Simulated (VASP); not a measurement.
Runs of VASP 6.6.1 on Ru. The structure is hexagonal, space group P6_3/mmc (No. 194). The conventional cell has a = 2.706 Å, b = 2.706 Å, c = 4.258 Å, α = 90.00°, β = 90.00°, γ = 120.00°. Within 3.5 Å of Ru (site symmetry -6m2) lie 12 Ru at 2.64 to 2.71 Å. 

```csv
k mesh,smearing,gap on the mesh (eV),pressure (GPa)
11 × 11 × 6,fermi-dirac 0.1 eV,none,1.6
13 × 13 × 8,fermi-dirac 0.01 eV,none,1.3
13 × 13 × 8,methfessel-paxton 0.3 eV,none,1.3
6 × 6 × 4,fermi-dirac 0.1 eV,none,2.5
13 × 13 × 8,methfessel-paxton 0.6 eV,none,(a)
13 × 13 × 8,fermi-dirac 0.3 eV,none,(b)
13 × 13 × 8,fermi-dirac 0.2 eV,none,2.3
14 × 14 × 8,fermi-dirac 0.1 eV,none,1.6
3 × 3 × 2,fermi-dirac 0.1 eV,none,10.7
2 × 2 × 1,fermi-dirac 0.1 eV,none,8.9
13 × 13 × 8,methfessel-paxton 0.2 eV,none,1.3
5 × 5 × 3,fermi-dirac 0.1 eV,none,0.6
```

Alike in all rows: task single point; level r2SCAN; potentials or basis VASP PAW PBE potentials, release 64 (Ru_pv); no spin polarisation; cell as given; cutoff (eV) 520.

Q: Fill in the values left out.

A: (a) 1.2; (b) 3.8.

Caveats: some runs use coarse meshes; the PAW data sets were made with another functional, which shifts forces and pressure a little.

A k mesh can miss the band edges, and the runs leave out spin-orbit coupling on Ru.

A gap of «none» marks levels without a gap at the run's occupations.
